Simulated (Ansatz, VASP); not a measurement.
**One calculation of BC4, two programs**

```
B C
1.0
     3.00607    0.00000    0.00000
     0.00000    3.16401    0.00000
     0.00000    0.00000   26.28441
B C
1 4
Direct
  0.00000 0.50000 0.30436
  0.74719 0.00000 0.33336
  0.25281 0.00000 0.33336
  0.25281 0.00000 0.27536
  0.74719 0.00000 0.27536
```

Alike in both runs: functional PBE; k mesh 12 × 12 × 1; occupations gaussian, width 0.1 eV; no spin polarisation.

Ansatz relaxed the structure, and its values are those at the end. VASP's run is a single point on that final structure, the one shown.

|  | VASP | Ansatz |
| --- | --- | --- |
| version | VASP 6.6.1 | Ansatz 0.2.0 |
| potentials or method | VASP PAW PBE potentials, release 64 (B, C), cutoff 520 eV | scalar-relativistic, plane waves, PAW |
| valence electrons in the cell | 19 | 19 |

Ansatz gave:

| Property | Result |
| --- | --- |
| gap on the k mesh at the Fermi level (eV) | none |
| rms of the force components (eV/Å) | 0.000 |

Question: Which values does VASP return?

Answer: gap on the k mesh at the Fermi level (eV): none; rms of the force components (eV/Å): 0.033.

A gap of «none» marks a metal or a gap that the smearing closes. Ansatz's warnings: xc potential rough in thin density.
